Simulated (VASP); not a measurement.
# Sc6Te2Rh (P1) in VASP: single point with LDA

Aim: the single point of Sc6Te2Rh with LDA.

Program: VASP 6.6.1. These are calculated values, not measurements. Logs are shortened: lines on timing, memory, paths and dates and some standing lists are left out, and cuts for length are marked.

### Step 1. The cell of the first run

The typed cell holds 9 atoms: a = 7.700 Å, b = 7.730 Å, c = 3.881 Å, α = 91.18°, β = 89.45°, γ = 59.00°.

### Step 2. Single point, LDA

Input file INCAR:

```
SYSTEM = Sc6Te2Rh
ALGO     = Normal         ! electronic algorithm
EDIFF    = 1E-7           ! SCF threshold, eV
ENCUT    = 520            ! plane-wave cutoff, eV
ISIF     = 2              ! what is computed and relaxed
ISMEAR   = -1             ! smearing method
LASPH    = .True.         ! aspherical terms in the spheres
LCHARG   = .False.        ! write CHGCAR
LREAL    = .False.        ! projectors in reciprocal space
LWAVE    = .False.        ! write WAVECAR
NBANDS   = 56             ! bands
NELM     = 60             ! most SCF steps
PREC     = Accurate       ! precision mode
SIGMA    = 0.1            ! smearing width, eV
```

Input file KPOINTS:

```
k-points
0
Gamma
  3 3 5
  0 0 0
```

Input file POSCAR:

```
Sc6Te2Rh
1.0
    3.7835720000      6.7064570000      0.0376410000
   -3.8134330000      6.7236980000     -0.0804960000
    0.0587460000     -0.0123040000      3.8809050000
Sc Rh Te
6 1 2
Direct
    0.2392420000      0.7581270000      0.9773200000
    0.7732090000      0.9820900000      0.0455610000
    0.0061580000      0.2680870000      0.9492020000
    0.5665030000      0.3944700000      0.4557320000
    0.3891120000      0.0668500000      0.4638620000
    0.0206850000      0.5759350000      0.4765170000
    0.0132590000      0.0078780000      0.6019520000
    0.3135380000      0.3593130000      0.9638080000
    0.6645720000      0.6592520000      0.9539400000
```

Potentials or basis: VASP PAW LDA potentials, release 64 (Sc_sv, Rh_pv, Te).

Started as:

```
$ cat potpaw_LDA.64/Sc_sv/POTCAR potpaw_LDA.64/Rh_pv/POTCAR potpaw_LDA.64/Te/POTCAR > POTCAR
$ mpirun -np 1 vasp_std > vasp.out
```

OUTCAR:

```text
SYSTEM = Sc6Te2Rh
   EDIFF = 1E-7
   ENCUT = 520
   ISIF = 2
   ISMEAR = -1
   LASPH = .True.
   LREAL = .False.
   NELM = 60
   PREC = Accurate

 ion  position               nearest neighbor table
   1  0.239  0.758  0.977-   7 2.36   8 2.83   9 2.95   7 2.98   2 3.08   4 3.27   4 3.27   6 3.31
                             6 3.33   3 3.39
   2  0.773  0.982  0.046-   7 2.60   7 2.93   9 3.03   1 3.08   5 3.11   4 3.12   6 3.23   8 3.25

   3  0.006  0.268  0.949-   7 2.37   8 2.80   9 2.80   6 3.08   5 3.12   6 3.15   7 3.25   5 3.26
                             1 3.39
   4  0.567  0.394  0.456-   8 2.85   8 2.87   2 3.12   9 3.16   9 3.21   7 3.26   1 3.27   1 3.27

   5  0.389  0.067  0.464-   8 2.77   8 2.84   2 3.11   3 3.12   7 3.20   3 3.26   9 3.33   9 3.39

   6  0.021  0.576  0.477-   8 2.78   8 2.79   9 3.07   3 3.08   3 3.15   9 3.22   2 3.23   1 3.31
                             1 3.33   7 3.34
   7  0.013  0.008  0.602-   1 2.36   3 2.37   2 2.60   2 2.93   1 2.98   5 3.20   3 3.25   4 3.26
                             6 3.34
   8  0.314  0.359  0.964-   5 2.77   6 2.78   6 2.79   3 2.80   1 2.83   5 2.84   4 2.85   4 2.87
                             2 3.25
   9  0.665  0.659  0.954-   3 2.80   1 2.95   2 3.03   6 3.07   4 3.16   4 3.21   6 3.22   5 3.33
                             5 3.39

  LATTYP: Found a triclinic cell.
 ALAT       =    13.2017957238
 B/A-ratio  =     0.6381850146
 C/A-ratio  =     0.8321755382
 COS(alpha) =     0.0002886519
 COS(beta)  =     0.6226495677
 COS(gamma) =     0.7657321161

  Lattice vectors:

 A1 = ( -11.3805770000,  -6.6892160000,  -0.1557780000)
 A2 = (  -7.5382590000,   0.0049370000,   3.7627680000)
 A3 = (  -3.9010640000,  -6.6818490000,  -7.7994510000)

Analysis of symmetry for initial positions (statically):
=====================================================================
 Subroutine PRICEL returns:
 Original cell was already a primitive cell.

 Routine SETGRP: Setting up the symmetry group for a
 triclinic supercell.

 Subroutine GETGRP returns: Found  1 space group operations
 (whereof  1 operations were pure point group operations)
 out of a pool of  2 trial point group operations.

The static configuration has the point symmetry C_1 .

Analysis of symmetry for dynamics (positions and initial velocities):
=====================================================================
 Subroutine PRICEL returns:
 Original cell was already a primitive cell.

 Routine SETGRP: Setting up the symmetry group for a
 triclinic supercell.

 Subroutine GETGRP returns: Found  1 space group operations
 (whereof  1 operations were pure point group operations)
 out of a pool of  2 trial point group operations.

The dynamic configuration has the point symmetry C_1 .

[... 121 lines left out ...]
   NELECT =      93.0000    total number of electrons
   NUPDOWN=      -1.0000    fix difference up-down
   EMIN   =  10.00;   EMAX   =-10.00  energy-range for DOS
   EFERMI =   0.00;   METHOD = LEGACY
   ISMEAR =    -1;   SIGMA  =   0.10  broadening in eV -4-tet -1-fermi 0-gaus
   EFERMI_NEDOS =   21; number of points for ismear=-14 and -15
   IALGO  =     38    algorithm
   IMIX   =      4    mixing-type and parameters
     AMIX     =   0.40;   BMIX     =  1.00
     AMIX_MAG =   1.60;   BMIX_MAG =  1.00
  volume/ion in A,a.u.               =      21.99       148.41
  Fermi-wavevector in a.u.,A,eV,Ry     =   1.272711  2.405076 22.038637  1.619794
  Thomas-Fermi vector in A             =   2.405575
   LORBIT       =      0    0 simple, 1 ext, 2 COOP (PROOUT), +10 PAW based schemes
   GGA     = CA    functional components
   LHFCALC =     F    Hartree Fock is set to
   AEXX    =    0.0000 exact exchange contribution
   IVDW    =     0    specifies the selected vdW correction
   LEPSILON=     F    determine dielectric tensor
   LRPA    =     F    only Hartree local field effects (RPA)
 non-spin polarized calculation
  energy-cutoff  :      520.00
  volume of cell :      197.93
 maximum number of plane-waves:      5347
 NGX is ok and might be reduce to    60
   NGX = 29   NGY = 29   NGZ = 15

 number of electron      93.0000002 magnetization

 Free energy of the ion-electron system (eV)
  ---------------------------------------------------
  ext. energy  EPLUGINS =         0.00000000
  ---------------------------------------------------
  free energy    TOTEN  =       -62.42170497 eV

  energy without entropy =      -62.05911443  energy(sigma->0) =      -62.24040970

 E-fermi :   6.2583     XC(G=0): -10.7988

 val. band max:        6.2276221843   @ k =  -0.0000  -0.3333   0.4000
 cond. band min:       6.2746478828   @ k =   0.3333  -0.3333   0.2000
 fundamental gap:      0.0470256984
 Fermi energy:         6.2583112239

 k-point     1 :       0.0000    0.0000    0.0000
  band No.  band energies     occupation
      1     -42.8686      2.00000
      2     -42.7854      2.00000
      3     -42.6560      2.00000
      4     -42.6126      2.00000
      5     -42.4321      2.00000
      6     -42.3584      2.00000
[... 1346 lines left out ...]
     55       7.9322      0.00000
     56       8.1875      0.00000

------------------------ aborting loop because EDIFF is reached ----------------------------------------

  FORCE on cell =-STRESS in cart. coord.  units (eV):
  Direction    XX          YY          ZZ          XY          YZ          ZX
  --------------------------------------------------------------------------------------
  -------------------------------------------------------------------------------------
  Total        1.1216428     -1.9250547     -3.1185501     -1.0773206      0.6975635     -1.0848984
  in kB        9.0791970    -15.5824568    -25.2432681     -8.7204282      5.6464650     -8.7817674
  external PRESSURE =     -10.5821760 kB  Pullay stress =       0.0000000 kB

 VOLUME and BASIS-vectors are now :
 -----------------------------------------------------------------------------
  energy-cutoff  :      520.00
  volume of cell :      197.93
      direct lattice vectors                 reciprocal lattice vectors
     3.783572000  6.706457000  0.037641000     0.131827800  0.074746803 -0.001758526
    -3.813433000  6.723698000 -0.080496000    -0.131497096  0.074174032  0.002225658
     0.058746000 -0.012304000  3.880905000    -0.004006055  0.000813513  0.257735077

 POSITION                                       TOTAL-FORCE (eV/Angst)
 -----------------------------------------------------------------------------------
     -1.92846      6.68986      3.74087        -0.182977      0.710966      0.839708
     -0.81697     11.78821      0.12687        -0.112793      0.483104     -0.374895
     -0.94327      1.83216      3.66241         0.213382     -1.135613      0.914539
      0.66589      6.44592      1.75822         0.739065      1.062384      0.477174
      1.24456      3.05333      1.80947         0.915907     -1.540765      0.060556
     -2.09003      4.00527      1.80374        -1.505617      0.236361      0.132067
      0.05549      0.13448      2.33598        -0.421049     -0.646867     -2.474724
     -0.12730      4.50678      3.72333         0.985340      0.563260      0.231627
      0.05648      8.87780      3.67410        -0.631258      0.267169      0.193946
 -----------------------------------------------------------------------------------
    total drift:                               -0.001385     -0.000159      0.000342

  FREE ENERGIE OF THE ION-ELECTRON SYSTEM (eV)
  ---------------------------------------------------
  free  energy   TOTEN  =       -62.4217049691 eV

  energy  without entropy=      -62.0591144251  energy(sigma->0) =      -62.24040970
```

stdout:

```text
POSCAR found type information on POSCAR ScRhTe
 POSCAR found :  3 types and       9 ions
 scaLAPACK will be used
 LDA part: xc-table for (Slater(with rela. corr.)+CA(PZ))
 , standard interpolation
 POSCAR, INCAR and KPOINTS ok, starting setup
 FFT: planning ... GRIDC
 FFT: planning ... GRID_SOFT
 FFT: planning ... GRID
 WAVECAR not read
 entering main loop
```

Run time: 14 min. Hardware: 1 thread of Intel Xeon 8259CL, shared host; peak memory 0.39 GiB.

What came out:

- Free energy: -62.4217 eV
- Pressure: -1.1 GPa
- Largest force: 2.592 eV/Å
- Band gap on the k mesh: zero (an odd number of electrons rules out a gap without spin polarisation)

Forces on the atoms (eV/Å):
```
Sc  -0.183  0.711  0.840
Sc  -0.113  0.483 -0.375
Sc   0.213 -1.136  0.915
Sc   0.739  1.062  0.477
Sc   0.916 -1.541  0.061
Sc  -1.506  0.236  0.132
Rh  -0.421 -0.647 -2.475
Te   0.985  0.563  0.232
Te  -0.631  0.267  0.194
```

Caveat: spin-orbit coupling is left out, which moves the levels of the heavy elements; forces of over 1 eV/Å act on the atoms, so gaps and moduli don't describe the material at rest.
